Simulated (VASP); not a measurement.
## AlCo (rocksalt type): single point with PBE

The system is AlCo (rocksalt type).

```xyz
2
Lattice="0.0000 2.3944 2.3944 2.3944 0.0000 2.3944 2.3944 2.3944 0.0000" Properties=species:S:1:pos:R:3 pbc="T T T"
Co    0.0000    0.0000    0.0000
Al    2.3944    2.3944    2.3944
```

| Item | Value |
| --- | --- |
| Program | VASP 6.6.1 |
| Task | single point |
| Functional | PBE |
| Potentials or basis | VASP PAW PBE potentials, release 64 (Co, Al) |
| Cutoff | 520 eV |
| k mesh | 15 × 15 × 15 |
| Occupations | fermi-dirac, width 0.05 eV |
| Spin | no spin polarisation |

The pressure is -0.1 GPa. The band gap on the k mesh is zero (bands 6 and 7 overlap by 0.10 eV).

Levels at points of the mesh, in eV from the Fermi level:
| k point | band 4 | band 5 | band 6 | band 7 | band 8 | band 9 |
| --- | --- | --- | --- | --- | --- | --- |
| (0.00, 0.00, 0.00) | -1.40 | -1.26 | -1.26 | 7.28 | 7.28 | 7.28 |

Wall time 78 s on 1 thread of Intel Xeon 8259CL, on a shared host, peak memory 0.19 GiB.

Caveat: the run has no spin polarisation, though such a crystal can be magnetic. Spin polarisation is off, so any magnetic state and its effect on volume and gap are missing.
